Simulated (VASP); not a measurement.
# GaAs (F-43m) in VASP: notebook, part 2 of 2

VASP 6.6.1. The steps go on from the part before.

## (3) Dielectric tensor, PBE

This run uses another cell than the first one, of 22.74 Å³/atom, 1.005 times its volume.

INCAR

```
SYSTEM = GaAs
PREC     = Accurate       ! precision mode
ENCUT    = 520            ! plane-wave cutoff, eV
EDIFF    = 1E-8           ! SCF threshold, eV
ISMEAR   = 0              ! smearing method
SIGMA    = 0.01           ! smearing width, eV
LREAL    = .FALSE.        ! projectors in reciprocal space
LASPH    = .TRUE.         ! aspherical terms in the spheres
NELM     = 100            ! most SCF steps
ALGO     = Normal         ! electronic algorithm
ISIF     = 2              ! what is computed and relaxed
LWAVE    = .FALSE.        ! write WAVECAR
LCHARG   = .FALSE.        ! write CHGCAR
GGA      = PE             ! functional
LEPSILON = .TRUE.         ! dielectric tensor by DFPT
```

KPOINTS

```
Automatic mesh
0
G
  6 6 6
  0 0 0
```

POSCAR

```
GaAs
1.0
    0.0000000000      2.8330831922      2.8330831922
    2.8330831922      0.0000000000      2.8330831922
    2.8330831922      2.8330831922      0.0000000000
Ga As
1 1
Direct
    0.0000000000      0.0000000000      0.0000000000
    0.2500000000      0.2500000000      0.2500000000
```

Potentials or basis: VASP PAW PBE potentials, release 64 (Ga_d, As).

Command:

```bash
$ cat potpaw_PBE.64/Ga_d/POTCAR potpaw_PBE.64/As/POTCAR > POTCAR
$ mpirun -np 1 vasp_std > vasp.out
```

OUTCAR:

```text
SYSTEM = GaAs
   PREC = Accurate
   ENCUT = 520
   EDIFF = 1E-8
   ISMEAR = 0
   LREAL = .FALSE.
   LASPH = .TRUE.
   NELM = 100
   ISIF = 2
   GGA = PE
   LEPSILON = .TRUE.

 ion  position               nearest neighbor table
   1  0.000  0.000  0.000-   2 2.45   2 2.45   2 2.45   2 2.45
   2  0.250  0.250  0.250-   1 2.45   1 2.45   1 2.45   1 2.45

  LATTYP: Found a face centered cubic cell.
 ALAT       =     5.6661663844

  Lattice vectors:

 A1 = (   0.0000000000,   2.8330831922,   2.8330831922)
 A2 = (   2.8330831922,   0.0000000000,   2.8330831922)
[... 493 lines left out ...]
 -----------------------------------------------------------------------------
    -0.00077 -1.41679  0.00000
    -1.41679 -0.00077  0.00000
     0.00000  0.00000  0.00096

 MACROSCOPIC STATIC DIELECTRIC TENSOR (including local field effects in DFT)
 ------------------------------------------------------
          63.113467     0.000000     0.000000
           0.000000    63.113467     0.000000
           0.000000     0.000000    63.113467
 ------------------------------------------------------

 PIEZOELECTRIC TENSOR (including local field effects)  for field in x, y, z        (e  Angst)
          XX          YY          ZZ          XY          YZ          ZX
  --------------------------------------------------------------------------------
  x     0.00000     0.00000    -0.00000     0.00000    -4.03711     0.00000
  y    -0.00000     0.00000     0.00000     0.00000     0.00000    -4.03711
  z    -0.00000    -0.00000     0.00000    -4.03711     0.00000     0.00000

 PIEZOELECTRIC TENSOR (including local field effects)  for field in x, y, z        (C/m^2)
          XX          YY          ZZ          XY          YZ          ZX
  --------------------------------------------------------------------------------
  x     0.00000     0.00000    -0.00000     0.00000    -1.42224     0.00000
  y    -0.00000     0.00000     0.00000     0.00000     0.00000    -1.42224
  z    -0.00000    -0.00000     0.00000    -1.42224     0.00000     0.00000

 BORN EFFECTIVE CHARGES (including local field effects) (in |e|, cummulative output)
 ---------------------------------------------------------------------------------
 ion    1
    1     2.64174     0.00000     0.00000
    2     0.00000     2.64174     0.00000
    3     0.00000     0.00000     2.64174
 ion    2
    1    -2.64174     0.00000     0.00000
    2     0.00000    -2.64174     0.00000
    3     0.00000     0.00000    -2.64174
```

OSZICAR:

```text
N       E                     dE             d eps       ncg     rms          rms(c)
DAV:   1     0.765796031647E+02    0.76580E+02   -0.93046E+03   416   0.192E+03
DAV:   2    -0.252669405537E+01   -0.79106E+02   -0.76116E+02   446   0.316E+02
[... 12 lines left out ...]
RMM:   7    -0.812901639489E+01   -0.12800E-02   -0.70490E-06  2403   0.472E-02    0.627E-03
RMM:   8    -0.812924142237E+01   -0.22503E-03    0.10546E-05  2358   0.185E-02    0.159E-03
RMM:   9    -0.812926301343E+01   -0.21591E-04   -0.30536E-06  2472   0.629E-03    0.710E-04
RMM:  10    -0.812928615177E+01   -0.23138E-04    0.10692E-06  2389   0.244E-03    0.103E-04
RMM:  11    -0.812929297988E+01   -0.68281E-05   -0.32304E-07  2439   0.910E-04    0.676E-05
RMM:  12    -0.812929450050E+01   -0.15206E-05    0.70823E-07  2327   0.412E-04    0.139E-05
RMM:  13    -0.812929227874E+01    0.22218E-05    0.22536E-07  1538   0.164E-04    0.698E-06
```

stdout:

```text
POSCAR found type information on POSCAR GaAs
 POSCAR found :  2 types and       2 ions
 scaLAPACK will be used
 LDA part: xc-table for (Slater+PW92), standard interpolation
 POSCAR, INCAR and KPOINTS ok, starting setup
 FFT: planning ... GRIDC
 FFT: planning ... GRID_SOFT
 FFT: planning ... GRID
 WAVECAR not read
 entering main loop
 Linear response reoptimize wavefunctions to high precision
 Linear response G [H, r] |phi>, progress :
  Direction:   1
 Linear response G [H, r] |phi>, progress :
  Direction:   2
 Linear response G [H, r] |phi>, progress :
  Direction:   3
 Linear response to external field (no local field effect), progress :
  Direction:   1
 dielectric tensor                  component  1 :    66.664    11.406     4.308
 Linear response to external field (no local field effect), progress :
  Direction:   2
 dielectric tensor                  component  2 :    11.406    66.894    -4.482
 Linear response to external field (no local field effect), progress :
  Direction:   3
 dielectric tensor                  component  3 :     4.306    -4.481    57.392
 Linear response to external field, progress :
  Direction:   1
 dielectric tensor                  component  1 :    63.113     6.972     1.735
 Linear response to external field, progress :
  Direction:   2
 dielectric tensor                  component  2 :     6.982    63.113     1.655
 Linear response to external field, progress :
  Direction:   3
 dielectric tensor                  component  3 :     5.664     3.043    63.113
 Born effective charges drift removed
```

Wall time 6.6 min (1 thread of AMD EPYC 7R13, shared host); peak memory 0.2 GiB.

What came out:

* Band gap on the k mesh: 0.47 eV, direct
* Electronic dielectric tensor (diagonal): 63.11
* Born charges (mean of the diagonal): Ga +2.64; As -2.64 e

Electronic dielectric tensor:
```
63.11  0.00  0.00
 0.00 63.11  0.00
 0.00  0.00 63.11
```

Born effective charge tensors (e):
atom 1, Ga
```
2.64 0.00 0.00
0.00 2.64 0.00
0.00 0.00 2.64
```
atom 2, As
```
-2.64  0.00  0.00
 0.00 -2.64  0.00
 0.00  0.00 -2.64
```

Caveat: the gap is small at this level, which inflates the dielectric constant.

## (4) Dielectric tensor, r2SCAN

This run uses another cell than the first one, of 22.74 Å³/atom, 1.005 times its volume.

INCAR

```
SYSTEM = GaAs
ALGO = Normal
EDIFF = 1E-8
ENCUT = 520
ISIF = 2
ISMEAR = 0
LASPH = .TRUE.
LCALCEPS = .TRUE.
LCHARG = .FALSE.
LMIXTAU = .TRUE.
LREAL = .FALSE.
LWAVE = .FALSE.
METAGGA = R2SCAN
NELM = 60
PREC = Accurate
SIGMA = 0.01
```

KPOINTS

```
k-points
0
G
  6 6 6
  0 0 0
```

POSCAR is that of step 3.

Potentials or basis: VASP PAW PBE potentials, release 64 (Ga_d, As).

Command:

```bash
$ cat potpaw_PBE.64/Ga_d/POTCAR potpaw_PBE.64/As/POTCAR > POTCAR
$ mpirun -np 1 vasp_std > vasp.out
```

OUTCAR:

```text
SYSTEM = GaAs
   EDIFF = 1E-8
   ENCUT = 520
   ISIF = 2
   ISMEAR = 0
   LASPH = .TRUE.
   LREAL = .FALSE.
   METAGGA = R2SCAN
   NELM = 60
   PREC = Accurate

 ion  position               nearest neighbor table
   1  0.000  0.000  0.000-   2 2.45   2 2.45   2 2.45   2 2.45
   2  0.250  0.250  0.250-   1 2.45   1 2.45   1 2.45   1 2.45

  LATTYP: Found a face centered cubic cell.
 ALAT       =     5.6661663844

  Lattice vectors:

 A1 = (   0.0000000000,   2.8330831922,   2.8330831922)
 A2 = (   2.8330831922,   0.0000000000,   2.8330831922)
[... 598 lines left out ...]
    3     0.00000     0.00000    -2.14245

  FORCE on cell =-STRESS in cart. coord.  units (eV):
  Direction    XX          YY          ZZ          XY          YZ          ZX
  --------------------------------------------------------------------------------------
  -------------------------------------------------------------------------------------
  Total        0.0328069      0.0328069      0.0328069     -0.0000000     -0.0000000     -0.0000000
  in kB        1.1557597      1.1557597      1.1557597     -0.0000000     -0.0000000     -0.0000000
  external PRESSURE =       1.1557597 kB  Pullay stress =       0.0000000 kB

 VOLUME and BASIS-vectors are now :
 -----------------------------------------------------------------------------
  energy-cutoff  :      520.00
  volume of cell :       45.48
      direct lattice vectors                 reciprocal lattice vectors
     0.000000000  2.833083192  2.833083192    -0.176486169  0.176486169  0.176486169
     2.833083192  0.000000000  2.833083192     0.176486169 -0.176486169  0.176486169
     2.833083192  2.833083192  0.000000000     0.176486169  0.176486169 -0.176486169

 POSITION                                       TOTAL-FORCE (eV/Angst)
 -----------------------------------------------------------------------------------
      0.00000      0.00000      0.00000        -0.000000     -0.000000     -0.000000
      1.41654      1.41654      1.41654         0.000000      0.000000      0.000000
 -----------------------------------------------------------------------------------
    total drift:                                0.000001      0.000001      0.000001

  FREE ENERGIE OF THE ION-ELECTRON SYSTEM (eV)
  ---------------------------------------------------
  free  energy   TOTEN  =       -27.0365297996 eV

  energy  without entropy=      -27.0365297996  energy(sigma->0) =      -27.03652980
```

OSZICAR:

```text
N       E                     dE             d eps       ncg     rms          rms(c)
DAV:   1     0.580351931848E+02    0.58035E+02   -0.95697E+03   416   0.198E+03
DAV:   2    -0.230167246458E+02   -0.81052E+02   -0.77822E+02   441   0.325E+02
[... 13 lines left out ...]
DMP:  31    -0.270365297372E+02   -0.18945E-07   -0.17063E-07   884   0.188E-07   0.459E-07
DMP:  32    -0.270365297536E+02   -0.16406E-07   -0.14748E-07   884   0.163E-07   0.397E-07
DMP:  33    -0.270365297677E+02   -0.14110E-07   -0.12747E-07   884   0.141E-07   0.343E-07
DMP:  34    -0.270365297799E+02   -0.12262E-07   -0.11017E-07   884   0.122E-07   0.296E-07
DMP:  35    -0.270365297905E+02   -0.10546E-07   -0.95228E-08   884   0.105E-07   0.256E-07
DMP:  36    -0.270365297996E+02   -0.90677E-08   -0.82311E-08   884   0.908E-08   0.221E-07
   1 F= -.27036530E+02 E0= -.27036530E+02  d E =-.875158E-15
```

Run time: 57 min. Hardware: 1 thread of AMD EPYC 9R45 (Zen 5), shared host; peak memory 0.29 GiB.

What came out:

| Item | Value |
| --- | --- |
| Band gap on the k mesh | 0.94 eV, direct |
| Electronic dielectric tensor (diagonal) | 11.03 |
| Born charges (mean of the diagonal) | Ga +2.14; As -2.14 e |

Electronic dielectric tensor:
```
11.03  0.00  0.00
 0.00 11.03  0.00
 0.00  0.00 11.03
```

Born effective charge tensors (e):
atom 1, Ga
```
2.14 0.00 0.00
0.00 2.14 0.00
0.00 0.00 2.14
```
atom 2, As
```
-2.14  0.00  0.00
 0.00 -2.14  0.00
 0.00  0.00 -2.14
```

Dipole moments of the cell (e·Å, modulo the quantum): ionic 7.083, 7.083, 7.083; electronic 0.021, 0.021, 0.046

Caveat: the PAW data sets were made with another functional, which shifts forces and pressure a little. r2SCAN opens gaps a little over a GGA but as a rule still falls short of measured ones.

## (5) Overview

| task | level | cell | gap on the mesh (eV) |
| --- | --- | --- | --- |
| vibrations by perturbation theory | PBEsol | a = 4.000 Å, angles 60.0°, 2 atoms | - |
| dielectric tensor | PBE | a = 4.007 Å, angles 60.0°, 2 atoms | 0.47 |
| dielectric tensor | r2SCAN | a = 4.007 Å, angles 60.0°, 2 atoms | 0.94 |

Alike in all rows: potentials or basis VASP PAW PBE potentials, release 64 (Ga_d, As); no spin polarisation; k mesh 6 × 6 × 6; cutoff (eV) 520; smearing gaussian 0.01 eV.

Caveats: the PAW data sets were made with another functional, which shifts forces and pressure a little (some runs); the gap is small at this level, which inflates the dielectric constant (some runs).

Absolute energies hang on the potentials; compare differences alone.
